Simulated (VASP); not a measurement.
A run of VASP 6.6.1:

The input INCAR:

```
SYSTEM = Pb
  PREC = Accurate
  ENCUT = 520
  EDIFF = 1E-7
  ISMEAR = -1
  SIGMA = 0.05
  LREAL = .FALSE.
  LASPH = .TRUE.
  NELM = 100
  ALGO = Normal
  ISIF = 2
  LWAVE = .FALSE.
  LCHARG = .TRUE.
  LDIPOL = .TRUE.
  IDIPOL = 3
  DIPOL = 0.5 0.5 0.503
  GGA = PE
  LELF = .TRUE.
  LVHAR = .TRUE.
  LVACPOTAV = .TRUE.
  NBANDS = 66
```

KPOINTS

```
regular mesh
0
G
  9 9 1
  0 0 0
```

POSCAR

```
Pb
1.0
    3.5243661424      0.0000000000      0.0000000000
   -1.7621830712      3.0521906115      0.0000000000
    0.0000000000      0.0000000000     35.1166731675
Pb
8
Direct
    0.3333333333      0.6666666667      0.2135737621
    0.0000000000      0.0000000000      0.2954098301
    0.6666666667      0.3333333333      0.3772458980
    0.0000000000      0.0000000000      0.4590819660
    0.3333333333      0.6666666667      0.5444595108
    0.0000000000      0.0000000000      0.6255448394
    0.6666666667      0.3333333333      0.7137417270
    0.0000000000      0.0000000000      0.7918956832
```

Potentials or basis: VASP PAW PBE potentials, release 64 (Pb_d).

Launch:

```console
$ cat potpaw_PBE.64/Pb_d/POTCAR > POTCAR
$ mpirun -np 1 vasp_std > vasp.out
```

Hardware: 1 thread of Intel(R) Xeon(R) 6975P-C (Granite Rapids), with other jobs on the host.

Problem. Estimate the wall time of this run.

Solution. Wall time 6 min on 1 thread of Intel(R) Xeon(R) 6975P-C (Granite Rapids) (shared host), peak memory 0.59 GiB. Counts: scf iterations 28, k points 12.
